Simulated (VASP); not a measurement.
# InSe (R3m) in VASP: further runs

InSe is run at these levels: PBE; tasks: electric field gradients.

Everything below comes from runs of VASP 6.6.1. Logs are shortened: lines on timing, memory, paths and dates and some standing lists are left out, and cuts for length are marked.

## 1. The cell of the first run

It takes space group R3m (No. 160, trigonal). The conventional cell has a = 4.080 Å, b = 4.080 Å, c = 24.950 Å, α = 90.00°, β = 90.00°, γ = 120.00°. Within 3.5 Å of In (site symmetry 3m) lie 3 Se at 2.68 Å and 1 In at 2.80 Å. In (site symmetry 3m) has 3 Se at 2.68 Å and 1 In at 2.80 Å within 3.5 Å. Within 3.5 Å of Se (site symmetry 3m) lie 3 In at 2.68 Å. Se (site symmetry 3m) has 3 In at 2.68 Å within 3.5 Å.

## 2. Electric field gradients, PBE (equal xx and yy strain of +2 %)

The input, INCAR:

```
SYSTEM = InSe
ALGO = Normal
EDIFF = 1E-8
ENCUT = 520
GGA = PE
ISIF = 2
ISMEAR = -1
LASPH = .True.
LCHARG = .False.
LEFG = .True.
LREAL = .False.
LWAVE = .False.
NBANDS = 27
NELM = 60
PREC = Accurate
SIGMA = 0.01
```

The input, KPOINTS:

```
k-points
0
Gamma
  7 7 7
  0 0 0
```

The input, POSCAR:

```
InSe
1.0
    2.0399996433      1.1777943432      8.3166700000
   -2.0399996433      1.1777943432      8.3166700000
    0.0000000000     -2.3555886865      8.3166700000
In Se
2 2
Direct
    0.0000000000      0.0000000000      0.0000000000
    0.1122000000      0.1122000000      0.1122000000
    0.6155000000      0.6155000000      0.6155000000
    0.8300000000      0.8300000000      0.8300000000
```

Potentials or basis: VASP PAW PBE potentials, release 64 (In_d, Se).

Launch:

```
> cat potpaw_PBE.64/In_d/POTCAR potpaw_PBE.64/Se/POTCAR > POTCAR
> mpirun -np 1 vasp_std > vasp.out
```

OUTCAR:

```text
SYSTEM = InSe
   EDIFF = 1E-8
   ENCUT = 520
   GGA = PE
   ISIF = 2
   ISMEAR = -1
   LASPH = .True.
   LREAL = .False.
   NELM = 60
   PREC = Accurate

 ion  position               nearest neighbor table
   1  0.000  0.000  0.000-   3 2.68   3 2.68   3 2.68   2 2.80
   2  0.112  0.112  0.112-   4 2.68   4 2.68   4 2.68   1 2.80
   3  0.615  0.615  0.615-   1 2.68   1 2.68   1 2.68
   4  0.830  0.830  0.830-   2 2.68   2 2.68   2 2.68

  LATTYP: Found a trigonal (rhomboedric) cell.
 ALAT       =     8.6438300509
 COS(alpha) =     0.8886019113

  Lattice vectors:

 A1 = (   2.0399996433,   1.1777943432,   8.3166700000)
 A2 = (  -2.0399996433,   1.1777943432,   8.3166700000)
 A3 = (   0.0000000000,  -2.3555886865,   8.3166700000)

Analysis of symmetry for initial positions (statically):
=====================================================================
 Subroutine PRICEL returns:
 Original cell was already a primitive cell.

 Routine SETGRP: Setting up the symmetry group for a
 trigonal (rhombohedral) supercell.

 Subroutine GETGRP returns: Found  6 space group operations
 (whereof  6 operations were pure point group operations)
 out of a pool of 12 trial point group operations.

The static configuration has the point symmetry C_3v.

Analysis of symmetry for dynamics (positions and initial velocities):
=====================================================================
 Subroutine PRICEL returns:
 Original cell was already a primitive cell.

 Routine SETGRP: Setting up the symmetry group for a
 trigonal (rhombohedral) supercell.

 Subroutine GETGRP returns: Found  6 space group operations
 (whereof  6 operations were pure point group operations)
 out of a pool of 12 trial point group operations.

The dynamic configuration has the point symmetry C_3v.

 Subroutine INISYM returns: Found  6 space group operations
 (whereof  6 operations are pure point group operations),
 and found     1 'primitive' translations

----------------------------------------------------------------------------------------

                                     Primitive cell

  volume of cell :     119.8948

  direct lattice vectors                    reciprocal lattice vectors
     2.039999643  1.177794343  8.316670000     0.245098082  0.141507444  0.040080144
    -2.039999643  1.177794343  8.316670000    -0.245098082  0.141507444  0.040080144
     0.000000000 -2.355588686  8.316670000     0.000000000 -0.283014887  0.040080144

  length of vectors
     8.643830051  8.643830051  8.643830051     0.285838843  0.285838843  0.285838843

  position of ions in fractional coordinates (direct lattice)
     0.000000000  0.000000000  0.000000000
     0.112200000  0.112200000  0.112200000
     0.615500000  0.615500000  0.615500000
     0.830000000  0.830000000  0.830000000

  ion indices of the primitive-cell ions
   primitive index   ion index
                 1           1
                 2           2
                 3           3
                 4           4

----------------------------------------------------------------------------------------

 KPOINTS: k-points

Automatic generation of k-mesh.
 Grid dimensions read from file:
 generate k-points for:    7    7    7

 Generating k-lattice:

  Cartesian coordinates                     Fractional coordinates (reciprocal lattice)
     0.035014012  0.020215349  0.005725735     0.142857143  0.000000000  0.000000000
    -0.035014012  0.020215349  0.005725735     0.000000000  0.142857143  0.000000000
[... 39 lines left out ...]
 [... further k-points ...]
   k-points           NKPTS =     44   k-points in BZ     NKDIM =     44   number of bands    NBANDS=     27
   number of dos      NEDOS =    301   number of ions     NIONS =      4
   total plane-waves  NPLWV = 262144
   dimension x,y,z NGX =    64 NGY =   64 NGZ =   64
   dimension x,y,z NGXF=   128 NGYF=  128 NGZF=  128
   ions per type =               2   2
   NGX,Y,Z   is equivalent  to a cutoff of  12.31, 12.31, 12.31 a.u.
   NGXF,Y,Z  is equivalent  to a cutoff of  24.62, 24.62, 24.62 a.u.
 SYSTEM =  InSe
   PREC   = accura    normal or accurate (medium, high low for compatibility)
   ISTART =      0    job   : 0-new  1-cont  2-samecut
   ICHARG =      2    charge: 1-file 2-atom 10-const
   ISPIN  =      1    spin polarized calculation?
   LNONCOLLINEAR =      F non collinear calculations
   LSORBIT =      F    spin-orbit coupling
   LASPH  =      T    aspherical Exc in radial PAW
   ENCUT  =  520.0 eV  38.22 Ry    6.18 a.u.  16.07 16.07 16.07*2*pi/ulx,y,z
   NELM   =     60;   NELMIN=  2; NELMDL= -5     # of ELM steps
   EDIFF  = 0.1E-07   stopping-criterion for ELM
   LREAL  =      F    real-space projection
   EDIFFG = 0.1E-06   stopping-criterion for IOM
   NSW    =      0    number of steps for IOM
   IBRION =     -1    ionic relax: 0-MD 1-quasi-New 2-CG
   NFREE  =      0    steps in history (QN), initial steepest desc. (CG)
   ISIF   =      2    stress and relaxation
   ISYM   =      2    0-nonsym 1-usesym 2-fastsym
   POTIM  = 0.5000    time-step for ionic-motion
   TEBEG  =    0.0;   TEEND  =   0.0 temperature during run
   PSTRESS=    0.0 pullay stress
   NELECT =      38.0000    total number of electrons
   NUPDOWN=      -1.0000    fix difference up-down
   EMIN   =  10.00;   EMAX   =-10.00  energy-range for DOS
   EFERMI =   0.00;   METHOD = LEGACY
   ISMEAR =    -1;   SIGMA  =   0.01  broadening in eV -4-tet -1-fermi 0-gaus
   EFERMI_NEDOS =   21; number of points for ismear=-14 and -15
   IALGO  =     38    algorithm
   IMIX   =      4    mixing-type and parameters
     AMIX     =   0.40;   BMIX     =  1.00
     AMIX_MAG =   1.60;   BMIX_MAG =  1.00
  volume/ion in A,a.u.               =      29.97       202.27
  Fermi-wavevector in a.u.,A,eV,Ry     =   1.116184  2.109283 16.951057  1.245868
  Thomas-Fermi vector in A             =   2.252796
   LORBIT       =      0    0 simple, 1 ext, 2 COOP (PROOUT), +10 PAW based schemes
   GGA     = PE    functional components
   LHFCALC =     F    Hartree Fock is set to
   AEXX    =    0.0000 exact exchange contribution
   IVDW    =     0    specifies the selected vdW correction
   LEPSILON=     F    determine dielectric tensor
   LRPA    =     F    only Hartree local field effects (RPA)
 non-spin polarized calculation
  energy-cutoff  :      520.00
  volume of cell :      119.89
 maximum number of plane-waves:      3253
   NGX = 33   NGY = 33   NGZ = 33

 number of electron      37.9999996 magnetization

 Free energy of the ion-electron system (eV)
  ---------------------------------------------------
  ext. energy  EPLUGINS =         0.00000000
  ---------------------------------------------------
  free energy    TOTEN  =       -14.17657470 eV

  energy without entropy =      -14.17657470  energy(sigma->0) =      -14.17657470

 E-fermi :   4.0009     XC(G=0):  -8.8098

 val. band max:        3.7543345779   @ k =  -0.4286   0.4286   0.4286
 cond. band min:       4.3416271613   @ k =   0.4286   0.4286   0.4286
 fundamental gap:      0.5872925834
 Fermi energy:         4.0008869111

 k-point     1 :       0.0000    0.0000    0.0000
  band No.  band energies     occupation
      1     -10.8971      2.00000
      2     -10.7116      2.00000
      3     -10.7116      2.00000
      4     -10.6275      2.00000
      5     -10.6275      2.00000
      6     -10.6242      2.00000
[... 709 lines left out ...]
     26      10.4545      0.00000
     27      10.8447      0.00000

 [... further k-points ...]

------------------------ aborting loop because EDIFF is reached ----------------------------------------

  FORCE on cell =-STRESS in cart. coord.  units (eV):
  Direction    XX          YY          ZZ          XY          YZ          ZX
  --------------------------------------------------------------------------------------
  -------------------------------------------------------------------------------------
  Total        0.4488582      0.4488582      0.9440988     -0.0000000     -0.0000000      0.0000000
  in kB        5.9981791      5.9981791     12.6161760     -0.0000000     -0.0000000      0.0000000
  external PRESSURE =       8.2041780 kB  Pullay stress =       0.0000000 kB

 VOLUME and BASIS-vectors are now :
 -----------------------------------------------------------------------------
  energy-cutoff  :      520.00
  volume of cell :      119.89
      direct lattice vectors                 reciprocal lattice vectors
     2.039999643  1.177794343  8.316670000     0.245098082  0.141507444  0.040080144
    -2.039999643  1.177794343  8.316670000    -0.245098082  0.141507444  0.040080144
     0.000000000 -2.355588686  8.316670000     0.000000000 -0.283014887  0.040080144

 POSITION                                       TOTAL-FORCE (eV/Angst)
 -----------------------------------------------------------------------------------
      0.00000      0.00000      0.00000         0.000000      0.000000     -0.087079
      0.00000     -0.00000      2.79939         0.000000     -0.000000      0.086797
      0.00000     -0.00000     15.35673         0.000000     -0.000000      0.096163
      0.00000     -0.00000     20.70851         0.000000      0.000000     -0.095880
 -----------------------------------------------------------------------------------
    total drift:                               -0.000000     -0.000000     -0.000122

  FREE ENERGIE OF THE ION-ELECTRON SYSTEM (eV)
  ---------------------------------------------------
  free  energy   TOTEN  =       -14.1765746967 eV

  energy  without entropy=      -14.1765746967  energy(sigma->0) =      -14.17657470

 Electric field gradients (V/A^2)
---------------------------------------------------------------------
 ion       V_xx      V_yy      V_zz      V_xy      V_xz      V_yz
---------------------------------------------------------------------
   1      52.531    52.531  -105.062    -0.000    -0.000     0.000
   2      52.750    52.750  -105.501    -0.000     0.000     0.000
   3      33.695    33.695   -67.389    -0.000    -0.000     0.000
   4      35.856    35.856   -71.711     0.000    -0.000     0.000
---------------------------------------------------------------------

 Electric field gradients after diagonalization (V/A^2)
 (convention: |V_zz| > |V_xx| > |V_yy|)
----------------------------------------------------------------------
 ion       V_xx      V_yy      V_zz     asymmetry (V_yy - V_xx)/ V_zz
----------------------------------------------------------------------
   1      52.531    52.531  -105.062       0.000
   2      52.750    52.750  -105.501       0.000
   3      33.695    33.695   -67.389       0.000
   4      35.856    35.856   -71.711       0.000
----------------------------------------------------------------------

           NMR quadrupolar parameters

 Cq : quadrupolar parameter    Cq=e*Q*V_zz/h
 eta: asymmetry parameters     (V_yy - V_xx)/ V_zz
 Q  : nuclear electric quadrupole moment in mb (millibarn)
----------------------------------------------------------------------
 ion       Cq(MHz)       eta       Q (mb)
----------------------------------------------------------------------
   1      -0.254       0.000       1.000
   2      -0.255       0.000       1.000
   3      -0.163       0.000       1.000
   4      -0.173       0.000       1.000
----------------------------------------------------------------------
```

Run time: 6.9 min. Hardware: 1 thread of Intel Xeon Platinum 8559C (Emerald Rapids), shared host; peak memory 0.58 GiB.

Results:

| Item | Value |
| --- | --- |
| Free energy | -14.1766 eV |
| Pressure | 0.8 GPa |
| Largest force | 0.096 eV/Å |
| Band gap on the k mesh | 0.59 eV (least direct gap 0.62 eV) |
| Largest electric field gradient by atom | In -105.1, -105.5; Se -67.4, -71.7 V/Å² |

Forces on the atoms (eV/Å):
```
In   0.000  0.000 -0.087
In   0.000  0.000  0.087
Se   0.000  0.000  0.096
Se   0.000  0.000 -0.096
```

Stress tensor (GPa, compression positive):
```
0.60 0.00 0.00
0.00 0.60 0.00
0.00 0.00 1.26
```

Levels at points of the mesh, in eV from the valence-band top:
| k point | band 17 | band 18 | band 19 | band 20 | band 21 | band 22 |
| --- | --- | --- | --- | --- | --- | --- |
| (0.00, 0.00, 0.00) | -1.23 | -1.10 | -1.10 | 1.74 | 2.09 | 4.31 |

Electric field gradients, principal values (V/Å²):
```csv
atom,least,middle,greatest (by size)
1 In,52.531,52.531,-105.062
2 In,52.750,52.750,-105.501
3 Se,33.695,33.695,-67.389
4 Se,35.856,35.856,-71.711
```

Caveat: the cell differs from its parent crystal (equal xx and yy strain of +2 %); without QUAD_EFG the Cq values of the log hold for a quadrupole moment of 1 mb, not for the nuclei; spin-orbit coupling is left out, which moves the levels of the heavy elements; an odd mesh through Γ misses points on the zone boundary, where band edges can lie.

## 3. Electric field gradients, PBE (27.66 Å³/atom)

This run uses another cell than the first one, of 27.66 Å³/atom.

The input, INCAR:

```
SYSTEM = InSe
  ALGO = Normal
  EDIFF = 1E-8
  ENCUT = 520
  GGA = PE
  ISIF = 2
  ISMEAR = -1
  LASPH = .TRUE.
  LCHARG = .FALSE.
  LEFG = .TRUE.
  LREAL = .FALSE.
  LWAVE = .FALSE.
  NBANDS = 27
  NELM = 80
  PREC = Accurate
  SIGMA = 0.01
```

The input, KPOINTS:

```
k-points
0
G
  7 7 7
  0 0 0
```

The input, POSCAR:

```
InSe
1.0
    1.9729693145      1.1390943648      8.2042687889
   -1.9729693145      1.1390943648      8.2042687889
    0.0000000000     -2.2781887297      8.2042687889
In Se
2 2
Direct
    0.0000000000      0.0000000000      0.0000000000
    0.1122000000      0.1122000000      0.1122000000
    0.6155000000      0.6155000000      0.6155000000
    0.8300000000      0.8300000000      0.8300000000
```

Potentials or basis: VASP PAW PBE potentials, release 64 (In_d, Se).

Launch:

```
> cat potpaw_PBE.64/In_d/POTCAR potpaw_PBE.64/Se/POTCAR > POTCAR
> mpirun -np 1 vasp_std > vasp.out
```

OUTCAR:

```text
SYSTEM = InSe
   EDIFF = 1E-8
   ENCUT = 520
   GGA = PE
   ISIF = 2
   ISMEAR = -1
   LASPH = .TRUE.
   LREAL = .FALSE.
   NELM = 80
   PREC = Accurate

 ion  position               nearest neighbor table
   1  0.000  0.000  0.000-   3 2.60   3 2.60   3 2.60   2 2.76
   2  0.112  0.112  0.112-   4 2.60   4 2.60   4 2.60   1 2.76
   3  0.615  0.615  0.615-   1 2.60   1 2.60   1 2.60
   4  0.830  0.830  0.830-   2 2.60   2 2.60   2 2.60

  LATTYP: Found a trigonal (rhomboedric) cell.
 ALAT       =     8.5147031803
 COS(alpha) =     0.8926179648

  Lattice vectors:

 A1 = (   1.9729693145,   1.1390943648,   8.2042687889)
 A2 = (  -1.9729693145,   1.1390943648,   8.2042687889)
 A3 = (   0.0000000000,  -2.2781887297,   8.2042687889)

Analysis of symmetry for initial positions (statically):
=====================================================================
 Subroutine PRICEL returns:
 Original cell was already a primitive cell.

 Routine SETGRP: Setting up the symmetry group for a
[... 921 lines left out ...]
      0.00000      0.00000      0.00000         0.000000     -0.000000      0.400324
      0.00000     -0.00000      2.76156         0.000000      0.000000     -0.393549
      0.00000     -0.00000     15.14918         0.000000      0.000000     -0.510747
      0.00000     -0.00000     20.42863         0.000000     -0.000000      0.503972
 -----------------------------------------------------------------------------------
    total drift:                               -0.000000     -0.000000      0.000880

  FREE ENERGIE OF THE ION-ELECTRON SYSTEM (eV)
  ---------------------------------------------------
  free  energy   TOTEN  =       -14.0007341320 eV

  energy  without entropy=      -14.0007341320  energy(sigma->0) =      -14.00073413

 Electric field gradients (V/A^2)
---------------------------------------------------------------------
 ion       V_xx      V_yy      V_zz      V_xy      V_xz      V_yz
---------------------------------------------------------------------
   1      55.078    55.078  -110.157    -0.000    -0.000     0.000
   2      55.214    55.214  -110.429    -0.000     0.000     0.000
   3      29.290    29.290   -58.579     0.000    -0.000     0.000
   4      31.478    31.478   -62.956     0.000    -0.000     0.000
---------------------------------------------------------------------

 Electric field gradients after diagonalization (V/A^2)
 (convention: |V_zz| > |V_xx| > |V_yy|)
----------------------------------------------------------------------
 ion       V_xx      V_yy      V_zz     asymmetry (V_yy - V_xx)/ V_zz
----------------------------------------------------------------------
   1      55.078    55.078  -110.157       0.000
   2      55.214    55.214  -110.429       0.000
   3      29.290    29.290   -58.579       0.000
   4      31.478    31.478   -62.956       0.000
----------------------------------------------------------------------

           NMR quadrupolar parameters

 Cq : quadrupolar parameter    Cq=e*Q*V_zz/h
 eta: asymmetry parameters     (V_yy - V_xx)/ V_zz
 Q  : nuclear electric quadrupole moment in mb (millibarn)
----------------------------------------------------------------------
 ion       Cq(MHz)       eta       Q (mb)
----------------------------------------------------------------------
   1      -0.266       0.000       1.000
   2      -0.267       0.000       1.000
   3      -0.142       0.000       1.000
   4      -0.152       0.000       1.000
----------------------------------------------------------------------
```

It took 8.3 min on 1 thread of Intel Xeon Platinum 8488C (Sapphire Rapids), shared host; peak memory 0.57 GiB.

Results:

* Free energy: -14.0007 eV
* Pressure: 5.5 GPa
* Largest force: 0.511 eV/Å
* Band gap on the k mesh: 0.83 eV
* Largest electric field gradient by atom: In -110.2, -110.4; Se -58.6, -63.0 V/Å²

Forces on the atoms (eV/Å):
```
In   0.000  0.000  0.400
In   0.000  0.000 -0.394
Se   0.000  0.000 -0.511
Se   0.000  0.000  0.504
```

Electric field gradients, principal values (V/Å²):
| atom | least | middle | greatest (by size) |
| --- | --- | --- | --- |
| 1 In | 55.078 | 55.078 | -110.157 |
| 2 In | 55.214 | 55.214 | -110.429 |
| 3 Se | 29.290 | 29.290 | -58.579 |
| 4 Se | 31.478 | 31.478 | -62.956 |

Caveat: the cell stands under pressure; without QUAD_EFG the Cq values of the log hold for a quadrupole moment of 1 mb, not for the nuclei; spin-orbit coupling is left out, which moves the levels of the heavy elements; an odd mesh through Γ misses points on the zone boundary, where band edges can lie.

(Continued in part 2 of 2.)
